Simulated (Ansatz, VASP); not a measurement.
# MgS: VASP beside Ansatz

The input INCAR:

```
  ALGO = Normal
  EDIFF = 1E-7
  ENCUT = 520
  GGA = PE
  ISIF = 2
  ISMEAR = -1
  LASPH = True
  LCHARG = False
  LREAL = False
  LWAVE = False
  NBANDS = 16
  NELM = 80
  PREC = Accurate
  SIGMA = 0.02
```

Contents of KPOINTS:

```
k-points
0
Gamma
  12 12 6
```

The input POSCAR:

```
MgS
1.0
    4.2955415433      0.0000000000      0.0000000000
   -2.1477707716      3.7200480996      0.0000000000
    0.0000000000      0.0000000000      5.2850911870
Mg S
2 2
Direct
    0.3333333333      0.6666666667      0.2500000000
    0.6666666667      0.3333333333      0.7500000000
    0.6666666667      0.3333333333      0.2500000000
    0.3333333333      0.6666666667      0.7500000000
```

Input for Ansatz:

```yaml
crystal:
  lattice:
    - [4.2955415433, 0.0, 0.0]
    - [-2.1477707716, 3.7200480996, 0.0]
    - [0.0, 0.0, 5.285091187]
  atoms:
    - { symbol: Mg, position: [0.3333333333, 0.6666666667, 0.25] }
    - { symbol: Mg, position: [0.6666666667, 0.3333333333, 0.75] }
    - { symbol: S, position: [0.6666666667, 0.3333333333, 0.25] }
    - { symbol: S, position: [0.3333333333, 0.6666666667, 0.75] }
kpoints:
  mp_grid: { grid: [12, 12, 6] }
  band_path:
    path:
      - [[0.0, 0.0, 0.0], [0.5, 5.630274184114e-17, 0.0], [0.3333333333333, 0.3333333333333, 0.0], [0.0, 0.0, 0.0], [0.0, 0.0, 0.5], [0.5, 5.630274184114e-17, 0.5], [0.3333333333333, 0.3333333333333, 0.5], [0.0, 0.0, 0.5]]
      - [[0.5, 5.630274184114e-17, 0.5], [0.5, 5.630274184114e-17, 0.0]]
      - [[0.3333333333333, 0.3333333333333, 0.5], [0.3333333333333, 0.3333333333333, 0.0]]
    npoints: 10
hamiltonian:
  xc: pbe
scf:
  occupations: { method: fermi_dirac, width: 0.02 }
  n_extra_bands: 5
output:
  forces: true
  stress: true
  eigenvalues: true
  write_density: true
  write_potential: true
  elf: true
  volumetric_format: npy
```

Alike in both runs: task single point; functional PBE; k mesh 12 × 12 × 6; occupations fermi-dirac, width 0.02 eV; no spin polarisation.

|  | VASP | Ansatz |
| --- | --- | --- |
| version | VASP 6.6.1 | Ansatz 0.2.0 |
| potentials or method | VASP PAW PBE potentials, release 64 (Mg, S) | plane waves, PAW |
| plane-wave cutoff (eV) | 520 | 420 |
| valence electrons in the cell | 16 | 32 |

|  | VASP | Ansatz | Ansatz less VASP |
| --- | --- | --- | --- |
| gap on the k mesh at the Fermi level (eV) | 3.00 | 3.00 | +0.007 |
| pressure (GPa) | 0.9 | 1.1 | +0.20 |

With one functional, cell and mesh, what is left measures potentials, basis and numerics. VASP's potentials hold 16 valence electrons a cell and Ansatz's 32, so a difference there can come from the potentials and not from the codes.
